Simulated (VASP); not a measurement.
Here is a VASP 6.6.1 calculation.

Contents of POSCAR:

```
HfB2
1.0
    3.1345523534      0.0000000000      0.0000000000
   -1.5672761767      2.7146019676      0.0000000000
    0.0000000000      0.0000000000      3.4846751290
Hf B
1 2
Direct
    0.0000000000      0.0000000000      0.0000000000
    0.6666666667      0.3333333333      0.5000000000
    0.3333333333      0.6666666667      0.5000000000
```

INCAR.step1

```
SYSTEM = HfB2
ALGO = Normal
EDIFF = 1E-5
ENCUT = 550
GGA = PE
GGA_COMPAT = .FALSE.
ISMEAR = 1
ISPIN = 2
LASPH = .TRUE.
LCHARG = .FALSE.
LMAXMIX = 4
LREAL = .FALSE.
LWAVE = .TRUE.
MAGMOM = 0.5 0 0
NBANDS = 19
NELM = 200
PREC = Accurate
SIGMA = 0.1
```

Contents of INCAR.step2:

```
SYSTEM = HfB2
ALGO = Normal
EDIFF = 1E-6
ENCUT = 550
GGA_COMPAT = .FALSE.
ISIF = 2
ISMEAR = 1
ISPIN = 2
ISTART = 1
LASPH = .TRUE.
LCHARG = .TRUE.
LELF = .TRUE.
LMAXMIX = 4
LMIXTAU = .TRUE.
LORBIT = 11
LREAL = .FALSE.
LVHAR = .TRUE.
LWAVE = .FALSE.
MAGMOM = 0.5 0 0
METAGGA = R2SCAN
NBANDS = 19
NELM = 200
PREC = Accurate
SIGMA = 0.1
```

KPOINTS

```
k-points
0
G
  10 10 8
  0 0 0
```

Potentials or basis: VASP PAW PBE potentials, release 64 (Hf_pv, B).

The run is started by

```sh
$ cat potpaw_PBE.64/Hf_pv/POTCAR potpaw_PBE.64/B/POTCAR > POTCAR
$ cp INCAR.step1 INCAR
$ mpirun -np 1 vasp_std > vasp.out
$ cp INCAR.step2 INCAR
$ mpirun -np 1 vasp_std > vasp.out
```

What does it give for the pressure?

-0.6 GPa.

Estimate the net moment.

0.00 μB per cell.

What does it give for the band gap on the k mesh?

Zero (filled and empty bands overlap).

Stress tensor (GPa, compression positive):
```
-0.66  0.00  0.00
 0.00 -0.66  0.00
 0.00  0.00 -0.58
```

Caveat: an empty level that is flat over the whole mesh can mark a ghost state of the potentials, or a narrow d or f band; the PAW data sets were made with another functional, which shifts forces and pressure a little; spin-orbit coupling is left out, which moves the levels of the heavy elements.
